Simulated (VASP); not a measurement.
Pt3PbC: single point with PBE

Crystal: Pt3PbC.

```
Pt Pb C
1.0
     4.40526    0.00000    0.00000
     0.00000    4.40526    0.00000
     0.00000    0.00000    4.40526
Pt Pb C
3 1 1
Direct
  0.00000 0.50000 0.50000
  0.50000 0.50000 0.00000
  0.50000 0.00000 0.50000
  0.00000 0.00000 0.00000
  0.50000 0.50000 0.50000
```

```json
{"Program": "VASP 6.6.1", "Task": "single point", "Functional": "PBE", "Potentials or basis": "VASP PAW PBE potentials, release 64 (Pt, Pb_d, C)", "Cutoff": "520 eV", "k mesh": "5 × 5 × 5", "Occupations": "fermi-dirac, width 0.1 eV", "Spin": "no spin polarisation"}
```

* Pressure: -6.6 GPa
* Band gap on the k mesh: zero (band 24 reaches 8.65 eV, above the bottom of band 25 at 8.22 eV)

Levels at points of the mesh, in eV from the Fermi level:
| k point | band 22 | band 23 | band 24 | band 25 | band 26 | band 27 |
| --- | --- | --- | --- | --- | --- | --- |
| (0.00, 0.00, 0.00) | -0.58 | -0.58 | -0.54 | -0.05 | 1.38 | 1.38 |

Wall time 20 s on 1 thread of Intel(R) Xeon(R) Platinum 8375C CPU @ 2.90GHz (Ice Lake), with other jobs on the host, peak memory 0.21 GiB.

Caveat: spin-orbit coupling is left out, which moves the levels of the heavy elements.
